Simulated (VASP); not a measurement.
Wanted: the native input for a VASP 6.6.1 run.

| Property | Result |
| --- | --- |
| Task | single point |
| Functional | PBE |
| Potentials or basis | VASP PAW PBE potentials, release 64 (Ir) |
| Cutoff | 520 eV |
| k mesh | 15 × 15 × 15 |
| Occupations | fermi-dirac, width 0.05 eV |
| Spin | no spin polarisation |
| Dipole correction | no |
| Further INCAR settings | ALGO = Normal; EDIFF = 1e-07; NBANDS = 10 |

The structure of Ir lies in POSCAR:

```
Ir
1.0
    0.0575910000      1.9484955000      1.9484955000
    1.9484955000      0.0575910000      1.9484955000
    1.9484955000      1.9484955000      0.0575910000
Ir
1
Direct
    0.0000000000      0.0000000000      0.0000000000
```

This cell differs from its parent crystal: equal xy, yz and zx shear strains of +3 %.

One way to write it, as run:

INCAR

```
ALGO = Normal
EDIFF = 1E-7
ENCUT = 520
GGA = PE
ISIF = 2
ISMEAR = -1
LASPH = True
LCHARG = False
LREAL = False
LWAVE = False
NBANDS = 10
NELM = 80
PREC = Accurate
SIGMA = 0.05
```

KPOINTS

```
k-points
0
Gamma
  15 15 15
```

Potentials or basis: VASP PAW PBE potentials, release 64 (Ir).

Run with:

```bash
$ cat potpaw_PBE.64/Ir/POTCAR > POTCAR
$ mpirun -np 1 vasp_std > vasp.out
```

Results of the run:

The pressure is 10.9 GPa and the band gap on the k mesh is zero (an odd number of electrons rules out a gap without spin polarisation).

Caveat: the cell differs from its parent crystal (equal xy, yz and zx shear strains of +3 %); the cell stands under pressure; spin-orbit coupling is left out, which moves the levels of the heavy elements.

Run time: 56 s on 1 thread of Intel Xeon 8259CL, with other jobs on the host, peak memory 0.17 GiB.
